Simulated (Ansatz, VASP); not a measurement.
## Two plane-wave programs on BN

The input INCAR:

```
PREC     = Accurate       # precision mode
ENCUT    = 520            # plane-wave cutoff, eV
EDIFF    = 1E-6           # SCF threshold, eV
ISMEAR   = 0              # smearing method
SIGMA    = 0.05           # smearing width, eV
LREAL    = False          # projectors in reciprocal space
LASPH    = True           # aspherical terms in the spheres
NELM     = 80             # most SCF steps
ALGO     = Normal         # electronic algorithm
ISIF     = 2              # what is computed and relaxed
LWAVE    = False          # write WAVECAR
LCHARG   = True           # write CHGCAR
GGA      = PE             # functional
LELF     = True           # ELF
LVHAR    = True         
NBANDS   = 11             # bands
```

File KPOINTS:

```
Automatic mesh
0
Gamma
  12 12 12
```

Contents of POSCAR:

```
BN
1.0
    0.0000000000      1.8130010000      1.8130010000
    1.8130010000      0.0000000000      1.8130010000
    1.8130010000      1.8130010000      0.0000000000
B N
1 1
Direct
    0.0000000000      0.0000000000      0.0000000000
    0.7500000000      0.7500000000      0.8718812726
```

Input for Ansatz:

```yaml
crystal:
  lattice:
    - [0.0, 1.813001, 1.813001]
    - [1.813001, 0.0, 1.813001]
    - [1.813001, 1.813001, 0.0]
  atoms:
    - { symbol: B, position: [0.0, 0.0, 0.0] }
    - { symbol: "N", position: [0.75, 0.75, 0.8718812726] }
basis:
  ecutwfc: 420
kpoints:
  mp_grid: { grid: [12, 12, 12] }
hamiltonian:
  xc: pbe
scf:
  occupations: { method: gaussian, width: 0.05 }
output:
  forces: true
  stress: true
  eigenvalues: true
```

Change from the starting cell: all N atoms moved +0.312 Å, as atom 2 along Cartesian [1 1 0].

Alike in both runs: task single point; functional PBE; k mesh 12 × 12 × 12; occupations gaussian, width 0.05 eV; no spin polarisation.

```csv
,VASP,Ansatz
version,VASP 6.6.1,Ansatz 0.2.0
potentials or method,"VASP PAW PBE potentials, release 64 (B, N), cutoff 520 eV","scalar-relativistic, plane waves, PAW"
valence electrons in the cell,8,8
```

VASP gave:

```
gap on the k mesh at the Fermi level (eV) : 1.82
least direct gap on the mesh (eV)         : 6.27
rms of the force components (eV/Å)        : 4.958
```

Task: Estimate Ansatz's values.

Result: gap on the k mesh at the Fermi level (eV): 1.83; least direct gap on the mesh (eV): 6.27; rms of the force components (eV/Å): 4.955.

Atom by atom the forces differ by 0.003 eV/Å (rms over components). The functional is the same, so the differences come from potentials, cutoffs and numerics.
